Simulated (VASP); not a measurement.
# AlIn2As2P (P4/mmm) in VASP: notebook

Runs on AlIn2As2P. Level: PBE. Tasks: single point.

All numbers are computed with VASP 6.6.1; they aren't measurements. Logs are shortened: lines on timing, memory, paths and dates and some standing lists are left out, and cuts for length are marked.

## (1) The cell of the first run

It takes space group P4/mmm (No. 123, tetragonal). Conventional cell: a = 4.441 Å, b = 4.441 Å, c = 5.862 Å, α = 90.00°, β = 90.00°, γ = 90.00°. Within 3.9 Å of Al (site symmetry 4/mmm) lie 2 P at 2.93 Å and 8 As at 3.41 Å and 8 In at 3.68 Å. Within 2.9 Å of In (site symmetry mmm) lie 2 P at 2.22 Å and 4 As at 2.73 Å. Within 2.9 Å of P (site symmetry 4/mmm) lie 4 In at 2.22 Å. Within 3.5 Å of As (site symmetry 4mm) lie 2 As at 2.68 to 3.18 Å and 4 In at 2.73 Å and 4 Al at 3.41 Å.

## (2) Single point, PBE

The input, INCAR:

```
PREC = Accurate ; ENCUT = 520
EDIFF = 1E-6 ; ISMEAR = 0
SIGMA = 0.1 ; LREAL = F
LASPH = T ; NELM = 100
ALGO = Normal ; ISIF = 2
LWAVE = F ; LCHARG = F
GGA = PE ; NBANDS = 31
```

The input, KPOINTS:

```
regular mesh
0
Gamma
  4 4 4
```

The input, POSCAR:

```
AlIn2As2P
1.0
    4.4405231200      0.0000000000      0.0000000000
    0.0000000000      4.4405231200      0.0000000000
    0.0000000000      0.0000000000      5.8623072100
Al In P As
1 2 1 2
Direct
    0.0000000000      0.0000000000      0.0000000000
    0.0000000000      0.5000000000      0.5000000000
    0.5000000000      0.0000000000      0.5000000000
    0.0000000000      0.0000000000      0.5000000000
    0.5000000000      0.5000000000      0.7713990200
    0.5000000000      0.5000000000      0.2286009800
```

Potentials or basis: VASP PAW PBE potentials, release 64 (Al, In_d, P, As).

Command:

```console
$ cat potpaw_PBE.64/Al/POTCAR potpaw_PBE.64/In_d/POTCAR potpaw_PBE.64/P/POTCAR potpaw_PBE.64/As/POTCAR > POTCAR
$ mpirun -np 1 vasp_std > vasp.out
```

OUTCAR:

```text
PREC = Accurate
   ENCUT = 520
   EDIFF = 1E-6
   ISMEAR = 0
   LREAL = F
   LASPH = T
   NELM = 100
   ISIF = 2
   GGA = PE

 ion  position               nearest neighbor table
   1  0.000  0.000  0.000-   4 2.93   4 2.93   2 3.68   2 3.68   3 3.68   3 3.68   2 3.68   2 3.68
                             3 3.68   3 3.68
   2  0.000  0.500  0.500-   4 2.22   4 2.22   6 2.73   5 2.73   5 2.73   6 2.73   3 3.14   3 3.14
                             3 3.14   3 3.14   1 3.68   1 3.68   1 3.68   1 3.68
   3  0.500  0.000  0.500-   4 2.22   4 2.22   6 2.73   5 2.73   6 2.73   5 2.73   2 3.14   2 3.14
                             2 3.14   2 3.14   1 3.68   1 3.68   1 3.68   1 3.68
   4  0.000  0.000  0.500-   2 2.22   3 2.22   2 2.22   3 2.22   1 2.93   1 2.93
   5  0.500  0.500  0.771-   6 2.68   3 2.73   2 2.73   3 2.73   2 2.73
   6  0.500  0.500  0.229-   5 2.68   3 2.73   2 2.73   3 2.73   2 2.73

  LATTYP: Found a simple tetragonal cell.
 ALAT       =     4.4405231200
 C/A-ratio  =     1.3201839179

  Lattice vectors:

 A1 = (   4.4405231200,   0.0000000000,   0.0000000000)
 A2 = (   0.0000000000,   4.4405231200,   0.0000000000)
 A3 = (   0.0000000000,   0.0000000000,   5.8623072100)

Analysis of symmetry for initial positions (statically):
=====================================================================
 Subroutine PRICEL returns:
 Original cell was already a primitive cell.

 Routine SETGRP: Setting up the symmetry group for a
 simple tetragonal supercell.

 Subroutine GETGRP returns: Found 16 space group operations
 (whereof 16 operations were pure point group operations)
 out of a pool of 16 trial point group operations.

The static configuration has the point symmetry D_4h.

Analysis of symmetry for dynamics (positions and initial velocities):
=====================================================================
 Subroutine PRICEL returns:
 Original cell was already a primitive cell.

 Routine SETGRP: Setting up the symmetry group for a
 simple tetragonal supercell.

 Subroutine GETGRP returns: Found 16 space group operations
 (whereof 16 operations were pure point group operations)
 out of a pool of 16 trial point group operations.

The dynamic configuration has the point symmetry D_4h.

 Subroutine INISYM returns: Found 16 space group operations
 (whereof 16 operations are pure point group operations),
 and found     1 'primitive' translations

----------------------------------------------------------------------------------------

                                     Primitive cell

  volume of cell :     115.5944

  direct lattice vectors                    reciprocal lattice vectors
     4.440523120  0.000000000  0.000000000     0.225198692  0.000000000  0.000000000
     0.000000000  4.440523120  0.000000000     0.000000000  0.225198692  0.000000000
     0.000000000  0.000000000  5.862307210     0.000000000  0.000000000  0.170581303

  length of vectors
     4.440523120  4.440523120  5.862307210     0.225198692  0.225198692  0.170581303

  position of ions in fractional coordinates (direct lattice)
     0.000000000  0.000000000  0.000000000
     0.000000000  0.500000000  0.500000000
     0.500000000  0.000000000  0.500000000
     0.000000000  0.000000000  0.500000000
     0.500000000  0.500000000  0.771399020
     0.500000000  0.500000000  0.228600980

  ion indices of the primitive-cell ions
   primitive index   ion index
                 1           1
                 2           2
                 3           3
                 4           4
                 5           5
                 6           6

----------------------------------------------------------------------------------------

 KPOINTS: regular mesh

Automatic generation of k-mesh.
 Grid dimensions read from file:
 generate k-points for:    4    4    4

 Generating k-lattice:

  Cartesian coordinates                     Fractional coordinates (reciprocal lattice)
     0.056299673  0.000000000  0.000000000     0.250000000  0.000000000  0.000000000
     0.000000000  0.056299673  0.000000000     0.000000000  0.250000000  0.000000000
     0.000000000  0.000000000  0.042645326     0.000000000  0.000000000  0.250000000

  Length of vectors
     0.056299673  0.056299673  0.042645326

  Shift w.r.t. Gamma in fractional coordinates (k-lattice)
     0.000000000  0.000000000  0.000000000

 Subroutine IBZKPT returns following result:
 ===========================================

 Found     18 irreducible k-points:

 Following reciprocal coordinates:
            Coordinates               Weight
  0.000000  0.000000  0.000000      1.000000
  0.250000  0.000000  0.000000      4.000000
  0.500000  0.000000  0.000000      2.000000
  0.250000  0.250000  0.000000      4.000000
  0.500000  0.250000  0.000000      4.000000
  0.500000  0.500000  0.000000      1.000000
[... 10 lines left out ...]
  0.500000  0.250000  0.500000      4.000000
  0.500000  0.500000  0.500000      1.000000
   k-points           NKPTS =     18   k-points in BZ     NKDIM =     18   number of bands    NBANDS=     31
   number of dos      NEDOS =    301   number of ions     NIONS =      6
   total plane-waves  NPLWV =  62208
   dimension x,y,z NGX =    36 NGY =   36 NGZ =   48
   dimension x,y,z NGXF=    72 NGYF=   72 NGZF=   96
   ions per type =               1   2   1   2
   NGX,Y,Z   is equivalent  to a cutoff of  13.48, 13.48, 13.61 a.u.
   NGXF,Y,Z  is equivalent  to a cutoff of  26.96, 26.96, 27.22 a.u.
 SYSTEM =  unknown system
   PREC   = accura    normal or accurate (medium, high low for compatibility)
   ISTART =      0    job   : 0-new  1-cont  2-samecut
   ICHARG =      2    charge: 1-file 2-atom 10-const
   ISPIN  =      1    spin polarized calculation?
   LNONCOLLINEAR =      F non collinear calculations
   LSORBIT =      F    spin-orbit coupling
   LASPH  =      T    aspherical Exc in radial PAW
   ENCUT  =  520.0 eV  38.22 Ry    6.18 a.u.   8.26  8.26 10.90*2*pi/ulx,y,z
   NELM   =    100;   NELMIN=  2; NELMDL= -5     # of ELM steps
   EDIFF  = 0.1E-05   stopping-criterion for ELM
   LREAL  =      F    real-space projection
   EDIFFG = 0.1E-04   stopping-criterion for IOM
   NSW    =      0    number of steps for IOM
   IBRION =     -1    ionic relax: 0-MD 1-quasi-New 2-CG
   NFREE  =      0    steps in history (QN), initial steepest desc. (CG)
   ISIF   =      2    stress and relaxation
   ISYM   =      2    0-nonsym 1-usesym 2-fastsym
   POTIM  = 0.5000    time-step for ionic-motion
   TEBEG  =    0.0;   TEEND  =   0.0 temperature during run
   PSTRESS=    0.0 pullay stress
   NELECT =      44.0000    total number of electrons
   NUPDOWN=      -1.0000    fix difference up-down
   EMIN   =  10.00;   EMAX   =-10.00  energy-range for DOS
   EFERMI =   0.00;   METHOD = LEGACY
   ISMEAR =     0;   SIGMA  =   0.10  broadening in eV -4-tet -1-fermi 0-gaus
   EFERMI_NEDOS =   21; number of points for ismear=-14 and -15
   IALGO  =     38    algorithm
   IMIX   =      4    mixing-type and parameters
     AMIX     =   0.40;   BMIX     =  1.00
     AMIX_MAG =   1.60;   BMIX_MAG =  1.00
  volume/ion in A,a.u.               =      19.27       130.01
  Fermi-wavevector in a.u.,A,eV,Ry     =   1.186443  2.242052 19.152191  1.407646
  Thomas-Fermi vector in A             =   2.322615
   LORBIT       =      0    0 simple, 1 ext, 2 COOP (PROOUT), +10 PAW based schemes
   GGA     = PE    functional components
   LHFCALC =     F    Hartree Fock is set to
   AEXX    =    0.0000 exact exchange contribution
   IVDW    =     0    specifies the selected vdW correction
   LEPSILON=     F    determine dielectric tensor
   LRPA    =     F    only Hartree local field effects (RPA)
 non-spin polarized calculation
 Gauss-broadening in eV      SIGMA  =   0.10
  energy-cutoff  :      520.00
  volume of cell :      115.59
 maximum number of plane-waves:      3137
 NGX is ok and might be reduce to    36
   NGX = 17   NGY = 17   NGZ = 21

 number of electron      43.9999992 magnetization

 Free energy of the ion-electron system (eV)
  ---------------------------------------------------
  ext. energy  EPLUGINS =         0.00000000
  ---------------------------------------------------
  free energy    TOTEN  =       -17.31617087 eV

  energy without entropy =      -17.29584984  energy(sigma->0) =      -17.30601036

 E-fermi :   7.7719     XC(G=0): -10.5666

 val. band max:        7.7057504251   @ k =   0.0000   0.0000   0.0000
 cond. band min:       7.7742936014   @ k =   0.2500   0.0000   0.2500
 fundamental gap:      0.0685431763
 Fermi energy:         7.7718664686

 k-point     1 :       0.0000    0.0000    0.0000
  band No.  band energies     occupation
      1      -9.0258      2.00000
      2      -7.7208      2.00000
      3      -7.5286      2.00000
      4      -7.3766      2.00000
      5      -7.2955      2.00000
      6      -7.2955      2.00000
[... 23 lines left out ...]
     30      13.6031      0.00000
     31      13.8191      0.00000

 k-point     2 :       0.2500    0.0000    0.0000
  band No.  band energies     occupation
      1      -8.7598      2.00000
      2      -7.6117      2.00000
      3      -7.5337      2.00000
      4      -7.3800      2.00000
      5      -7.2964      2.00000
      6      -7.2595      2.00000
[... 23 lines left out ...]
     30      13.5840      0.00000
     31      13.5857      0.00000

 k-point     3 :       0.5000    0.0000    0.0000
  band No.  band energies     occupation
      1      -8.3397      2.00000
      2      -7.8362      2.00000
      3      -7.3279      2.00000
      4      -7.3037      2.00000
      5      -7.2788      2.00000
      6      -7.2221      2.00000
[... 499 lines left out ...]
     30      13.5280      0.00000
     31      13.7211      0.00000

 k-point    18 :       0.5000    0.5000    0.5000
  band No.  band energies     occupation
      1      -7.9430      2.00000
      2      -7.9430      2.00000
      3      -7.5500      2.00000
      4      -7.4002      2.00000
      5      -7.3641      2.00000
      6      -7.3641      2.00000
[... 23 lines left out ...]
     30      13.4047      0.00000
     31      14.0701      0.00000

------------------------ aborting loop because EDIFF is reached ----------------------------------------

  FORCE on cell =-STRESS in cart. coord.  units (eV):
  Direction    XX          YY          ZZ          XY          YZ          ZX
  --------------------------------------------------------------------------------------
  -------------------------------------------------------------------------------------
  Total       32.6414566     32.6414566      3.2608821      0.0000000      0.0000000      0.0000000
  in kB      452.4215347    452.4215347     45.1969195      0.0000000      0.0000000      0.0000000
  external PRESSURE =     316.6799963 kB  Pullay stress =       0.0000000 kB

 VOLUME and BASIS-vectors are now :
 -----------------------------------------------------------------------------
  energy-cutoff  :      520.00
  volume of cell :      115.59
      direct lattice vectors                 reciprocal lattice vectors
     4.440523120  0.000000000  0.000000000     0.225198692  0.000000000  0.000000000
     0.000000000  4.440523120  0.000000000     0.000000000  0.225198692  0.000000000
     0.000000000  0.000000000  5.862307210     0.000000000  0.000000000  0.170581303

 POSITION                                       TOTAL-FORCE (eV/Angst)
 -----------------------------------------------------------------------------------
      0.00000      0.00000      0.00000         0.000000      0.000000      0.000000
      0.00000      2.22026      2.93115         0.000000      0.000000      0.000000
      2.22026      0.00000      2.93115         0.000000      0.000000      0.000000
      0.00000      0.00000      2.93115         0.000000      0.000000      0.000000
      2.22026      2.22026      4.52218        -0.000000      0.000000      2.222220
      2.22026      2.22026      1.34013         0.000000     -0.000000     -2.222220
 -----------------------------------------------------------------------------------
    total drift:                                0.000000      0.000000      0.000000

  FREE ENERGIE OF THE ION-ELECTRON SYSTEM (eV)
  ---------------------------------------------------
  free  energy   TOTEN  =       -17.3161708727 eV

  energy  without entropy=      -17.2958498374  energy(sigma->0) =      -17.30601036
```

It took 35 s on 1 thread of AMD EPYC 9R45 (Zen 5), shared host; peak memory 0.24 GiB.

What came out:

```
Free energy            : -17.3162 eV
Pressure               : 31.7 GPa
Largest force          : 2.222 eV/Å
Band gap on the k mesh : zero (band 22 reaches 8.93 eV, above the bottom of band 23 at 7.05 eV)
```

Forces on the atoms (eV/Å):
```
Al   0.000  0.000  0.000
In   0.000  0.000  0.000
In   0.000  0.000  0.000
P    0.000  0.000  0.000
As   0.000  0.000  2.222
As   0.000  0.000 -2.222
```

Caveat: spin-orbit coupling is left out, which moves the levels of the heavy elements; forces of over 1 eV/Å act on the atoms, so gaps and moduli don't describe the material at rest.

(Continued in part 2 of 2.)
